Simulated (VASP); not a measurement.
Runs of VASP 6.6.1 on Re. The structure is that of space group P6_3/mmc (No. 194), or close to it. The cells are those of the table. 

| task | cell | gap on the mesh (eV) | pressure (GPa) |
| --- | --- | --- | --- |
| single point | a = 2.585, b = 2.585, c = 4.134 Å, angles 90.0, 90.0, 120.0°, 2 atoms | none | 134.3 |
| electric field gradients | a = 2.637, b = 2.637, c = 4.217 Å, angles 90.0, 90.0, 120.0°, 2 atoms | none | (a) |
| single point | a = 2.620, b = 2.620, c = 4.190 Å, angles 90.0, 90.0, 120.0°, 2 atoms | none | 101.0 |
| single point | a = 2.603, b = 2.603, c = 4.162 Å, angles 90.0, 90.0, 120.0°, 2 atoms | none | 116.9 |
| electric field gradients | a = 2.603, b = 2.603, c = 4.162 Å, angles 90.0, 90.0, 120.0°, 2 atoms | none | 116.9 |
| electric field gradients | a = 2.568, b = 2.568, c = 4.106 Å, angles 90.0, 90.0, 120.0°, 2 atoms | none | 153.4 |
| electric field gradients | a = 2.585, b = 2.585, c = 4.134 Å, angles 90.0, 90.0, 120.0°, 2 atoms | none | 134.3 |
| single point | a = 2.568, b = 2.568, c = 4.106 Å, angles 90.0, 90.0, 120.0°, 2 atoms | none | 153.4 |

Alike in all rows: level PBE; potentials or basis VASP PAW PBE potentials, release 64 (Re); no spin polarisation; k mesh 18 × 18 × 10; cutoff (eV) 520; smearing fermi-dirac 0.05 eV.

Q: Estimate the missing entries.

A: (a) 86.5.

Caveats: spin-orbit coupling is left out, which moves the levels of the heavy elements.

A k mesh can miss the band edges, and the runs leave out spin-orbit coupling on Re.

A gap of «none» marks levels without a gap at the run's occupations.
